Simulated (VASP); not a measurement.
Set up this calculation in VASP 6.6.1, as the native input.

```yaml
Task: single point
Functional: PBE
Potentials_or_basis: VASP PAW PBE potentials, release 64 (Hf_pv)
Cutoff: 520 eV
k_mesh: 11 × 11 × 6
Occupations: gaussian, width 0.1 eV
Spin: no spin polarisation
Dipole_correction: no
Further_INCAR_settings: ALGO = Normal; EDIFF = 1e-06; NBANDS = 17
```

The structure of Hf lies in POSCAR:

```
Hf
1.0
    3.2045059552      0.0000000000      0.0000000000
   -1.6022529776      2.7751835638      0.0000000000
    0.0000000000      0.0000000000      5.0738215932
Hf
2
Direct
    0.3333333333      0.6666666667      0.2500000000
    0.6666666667      0.3333333333      0.7500000000
```

One way to write it, as run:

INCAR

```
PREC = Accurate ; ENCUT = 520
EDIFF = 1E-6 ; ISMEAR = 0
SIGMA = 0.1 ; LREAL = False
LASPH = True ; NELM = 100
ALGO = Normal ; ISIF = 2
LWAVE = False ; LCHARG = False
GGA = PE ; NBANDS = 17
```

KPOINTS

```
Automatic mesh
0
Gamma
  11 11 6
```

Potentials or basis: VASP PAW PBE potentials, release 64 (Hf_pv).

Command:

```console
$ cat potpaw_PBE.64/Hf_pv/POTCAR > POTCAR
$ mpirun -np 1 vasp_std > vasp.out
```

It gave:

- Pressure: -0.4 GPa
- Band gap on the k mesh: zero (bands 10 and 11 overlap by 1.48 eV)

Caveat: spin-orbit coupling is left out, which moves the levels of the heavy elements.

Wall time 13 s on 1 thread of Intel(R) Xeon(R) 6975P-C (Granite Rapids), on a shared host, peak memory 0.18 GiB.
